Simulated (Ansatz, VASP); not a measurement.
Two plane-wave programs on MnO2

INCAR

```
SYSTEM = MnO2
PREC = Accurate
ENCUT = 520
EDIFF = 1E-6
ISMEAR = -1
SIGMA = 0.05
LREAL = .FALSE.
LASPH = .TRUE.
NELM = 150
ALGO = Normal
ISIF = 2
LWAVE = .FALSE.
LCHARG = .FALSE.
ISPIN = 2
MAGMOM = 4 0 0
LORBIT = 11
LMAXMIX = 4
NBANDS = 24
```

KPOINTS

```
Automatic mesh
0
G
  11 11 11
  0 0 0
```

POSCAR

```
MnO2
1.0
    1.4472321903      0.8355598946      4.6442533328
   -1.4472321903      0.8355598946      4.6442533328
    0.0000000000     -1.6711197893      4.6442533328
Mn O
1 2
Direct
    0.0000000000      0.0000000000      0.0000000000
    0.7356355100      0.7356355100      0.7356355100
    0.2643644900      0.2643644900      0.2643644900
```

input.yaml

```yaml
crystal:
  lattice:
    - [1.4472321903, 0.8355598946, 4.6442533328]
    - [-1.4472321903, 0.8355598946, 4.6442533328]
    - [0.0, -1.6711197893, 4.6442533328]
  atoms:
    - { symbol: Mn, position: [0.0, 0.0, 0.0], spin: 4.0 }
    - { symbol: O, position: [0.73563551, 0.73563551, 0.73563551] }
    - { symbol: O, position: [0.26436449, 0.26436449, 0.26436449] }
hamiltonian:
  xc: lda
  pseudopotentials: { kind: paw }
magnetization:
  spin_polarized: true
kpoints:
  mp_grid: { grid: [11, 11, 11] }
scf:
  occupations: { method: fermi_dirac, width: 0.05 }
output:
  forces: true
  stress: true
  eigenvalues: true
```

Alike in both runs: task single point; functional LDA; k mesh 11 × 11 × 11; occupations fermi-dirac, width 0.05 eV; collinear spin.

```csv
,VASP,Ansatz
version,VASP 6.6.1,Ansatz 0.2.0
potentials or method,"VASP PAW LDA potentials, release 64 (Mn_pv, O)",Ansatz PAW
plane-wave cutoff (eV),520,420
valence electrons in the cell,25,27
```

Ansatz gave:

```
gap on the k mesh at the Fermi level (eV)                     : 0.62
least direct gap on the mesh (eV)                             : 0.68
pressure (GPa)                                                : -15.3
traceless stress, the component that is largest in VASP (GPa) : 4.32
rms of the force components (eV/Å)                            : 0.499
net moment per atom (μB)                                      : 1.00
size of the moment on the site where the two differ most (μB) : 2.52
```

Problem. What did VASP give for the same quantities?

Solution. gap on the k mesh at the Fermi level (eV): 0.49; least direct gap on the mesh (eV): 0.54; pressure (GPa): -14.6; traceless stress, the component that is largest in VASP (GPa): 4.00; rms of the force components (eV/Å): 0.460; net moment per atom (μB): 1.00; size of the moment on the site where the two differ most (μB): 2.82.

LDA's correlation is that of Perdew and Zunger in VASP and of Perdew and Wang (1992) in Ansatz. Site moments also hang on the region over which each program counts them. Atom by atom the forces differ by 0.039 eV/Å (rms over components). VASP's potentials hold 25 valence electrons a cell and Ansatz's 27, so a difference there can come from the potentials and not from the codes.

Noted on Ansatz's run: Pulay correction over one GPa; odd divisions of the mesh miss points on the zone boundary, where band edges often lie, so the gap on the mesh can be too wide.
